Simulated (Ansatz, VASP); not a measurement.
**SiC: VASP beside Ansatz**

File INCAR:

```
SYSTEM = SiC
PREC = Accurate ; ENCUT = 600
EDIFF = 1E-6 ; ISMEAR = -1
SIGMA = 0.05 ; LREAL = .False.
LASPH = .True. ; NELM = 120
ALGO = Normal ; ISIF = 2
LWAVE = .False. ; LCHARG = .False.
GGA = PS ; NBANDS = 11
GGA_COMPAT = .False.
```

File KPOINTS:

```
Automatic mesh
0
Gamma
  9 9 9
  0 0 0
```

Contents of POSCAR:

```
SiC
1.0
    0.0000000000      2.1790000000      2.1354200000
    2.1790000000      0.0000000000      2.1354200000
    2.1790000000      2.1790000000      0.0000000000
Si C
1 1
Direct
    0.0000000000      0.0000000000      0.0000000000
    0.7500000000      0.7500000000      0.7500000000
```

The input input.yaml:

```yaml
crystal:
  lattice:
    - [0.0, 2.179, 2.13542]
    - [2.179, 0.0, 2.13542]
    - [2.179, 2.179, 0.0]
  atoms:
    - { symbol: Si, position: [0.0, 0.0, 0.0] }
    - { symbol: C, position: [0.75, 0.75, 0.75] }
hamiltonian:
  xc: pbesol
  pseudopotentials: { kind: paw }
kpoints:
  mp_grid: { grid: [9, 9, 9] }
scf:
  occupations: { method: fermi_dirac, width: 0.05 }
output:
  forces: true
  stress: true
  eigenvalues: true
```

Alike in both runs: task single point; functional PBEsol; k mesh 9 × 9 × 9; occupations fermi-dirac, width 0.05 eV; no spin polarisation.

|  | VASP | Ansatz |
| --- | --- | --- |
| version | VASP 6.6.1 | Ansatz 0.2.0 |
| potentials or method | VASP PAW PBE potentials, release 64 (Si, C) | Ansatz PAW |
| plane-wave cutoff (eV) | 600 | 420 |
| valence electrons in the cell | 8 | 8 |

Ansatz gave:

- gap on the k mesh at the Fermi level (eV): 1.17
- least direct gap on the mesh (eV): 4.53
- pressure (GPa): 4.4
- traceless stress, the component that is largest in VASP (GPa): 3.25

Which values does VASP return?

gap on the k mesh at the Fermi level (eV): 1.16; least direct gap on the mesh (eV): 4.52; pressure (GPa): 4.7; traceless stress, the component that is largest in VASP (GPa): 3.25.

VASP's potentials were made for PBE, not for PBEsol.

Noted on Ansatz's run: odd divisions of the mesh miss points on the zone boundary, where band edges often lie, so the gap on the mesh can be too wide.
